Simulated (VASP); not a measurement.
Write the native input for VASP 6.6.1 that does the following.

```
Task                               : single point
Functional                         : PBEsol-based global hybrid with 25 % exact exchange
Potentials or basis                : VASP PAW PBE potentials, release 64 (Ga_d, N)
Cutoff                             : 520 eV
k mesh                             : 5 × 5 × 3
Occupations                        : fermi-dirac, width 0.05 eV
Spin                               : no spin polarisation
Dipole correction                  : no
Grid for exact exchange (PRECFOCK) : Normal
Share of exact exchange            : 0.25
Further INCAR settings             : ALGO = Normal; EDIFF = 1e-06; NBANDS = 26
```

Crystal: GaN.

```
Ga N
1.0
     3.18000    0.00000    0.00000
    -1.59000    2.75396    0.00000
     0.00000    0.00000    5.16600
Ga N
2 2
Direct
  0.66667 0.33333 0.50000
  0.33333 0.66667 0.00000
  0.66667 0.33333 0.87500
  0.33333 0.66667 0.37500
```

The input as run:

POSCAR

```
GaN
1.0
    3.1800000000      0.0000000000      0.0000000000
   -1.5900000000      2.7539607840      0.0000000000
    0.0000000000      0.0000000000      5.1660000000
Ga N
2 2
Direct
    0.6666666667      0.3333333333      0.5000000000
    0.3333333333      0.6666666667      0.0000000000
    0.6666666667      0.3333333333      0.8750000000
    0.3333333333      0.6666666667      0.3750000000
```

INCAR.step1

```
PREC = Accurate
ENCUT = 520
EDIFF = 1E-5
ISMEAR = -1
SIGMA = 0.05
LREAL = False
LASPH = True
NELM = 60
ALGO = Normal
ISIF = 2
LWAVE = True
GGA = PE
NBANDS = 26
```

INCAR.step2

```
PREC = Accurate
ENCUT = 520
EDIFF = 1E-6
ISMEAR = -1
SIGMA = 0.05
LREAL = False
LASPH = True
NELM = 60
ALGO = Normal
ISIF = 2
LWAVE = False
LCHARG = True
GGA = PS
LHFCALC = True
AEXX = 0.25
PRECFOCK = Normal
LELF = True
LVHAR = True
ISTART = 1
NBANDS = 26
```

KPOINTS

```
Automatic mesh
0
Gamma
  5 5 3
```

Potentials or basis: VASP PAW PBE potentials, release 64 (Ga_d, N).

Command:

```console
$ cat potpaw_PBE.64/Ga_d/POTCAR potpaw_PBE.64/N/POTCAR > POTCAR
$ cp INCAR.step1 INCAR
$ mpirun -np 1 vasp_std > vasp.out
$ cp INCAR.step2 INCAR
$ mpirun -np 1 vasp_std > vasp.out
```

Results of the run:

```yaml
Pressure: -3.7 GPa
Largest_force: 0.150 eV/Å
Band_gap_on_the_k_mesh: 3.95 eV
```

Caveat: the k points lie up to 0.46 Å⁻¹ apart; the PAW data sets were made with another functional, which shifts forces and pressure a little.

Run time: 66 min on 1 thread of AMD EPYC 7571 (shared host), peak memory 0.14 GiB.
